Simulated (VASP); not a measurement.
A run of VASP 6.6.1 is set up as follows.

INCAR

```
SYSTEM = Ga2O3
PREC = Accurate
ENCUT = 520
EDIFF = 1E-7
ISMEAR = 0
SIGMA = 0.02
LREAL = .False.
LASPH = .True.
NELM = 80
ALGO = Normal
ISIF = 2
LWAVE = .False.
LCHARG = .False.
GGA = PE
NBANDS = 55
```

File KPOINTS:

```
Automatic mesh
0
Gamma
  10 10 6
  0 0 0
```

POSCAR

```
Ga2O3
1.0
    6.2270969294     -1.5416465377      0.0062237302
    6.2270969294      1.5416465377      0.0062237302
   -1.3979837218      0.0000000000      5.7089372605
Ga O
4 6
Direct
    0.3414969622      0.3414969622      0.6858233500
    0.6585030378      0.6585030378      0.3141766500
    0.9100736977      0.9100736977      0.2052722656
    0.0899263023      0.0899263023      0.7947277344
    0.5039752959      0.5039752959      0.7433114560
    0.4960247041      0.4960247041      0.2566885440
    0.8263047158      0.8263047158      0.4356657559
    0.1736952842      0.1736952842      0.5643342441
    0.1635091320      0.1635091320      0.1092019200
    0.8364908680      0.8364908680      0.8907980800
```

Potentials or basis: VASP PAW PBE potentials, release 64 (Ga_d, O).

The run is started by

```console
$ cat potpaw_PBE.64/Ga_d/POTCAR potpaw_PBE.64/O/POTCAR > POTCAR
$ mpirun -np 1 vasp_std > vasp.out
```

Q: Estimate the largest force.

A: 0.026 eV/Å.

Q: Predict the pressure.

A: 0.6 GPa.

Q: Predict the band gap on the k mesh.

A: 2.00 eV (least direct gap 2.02 eV).

Stress tensor (GPa, compression positive):
```
0.60 0.00 0.03
0.00 0.75 0.00
0.03 0.00 0.60
```

A k mesh can miss the band edges.
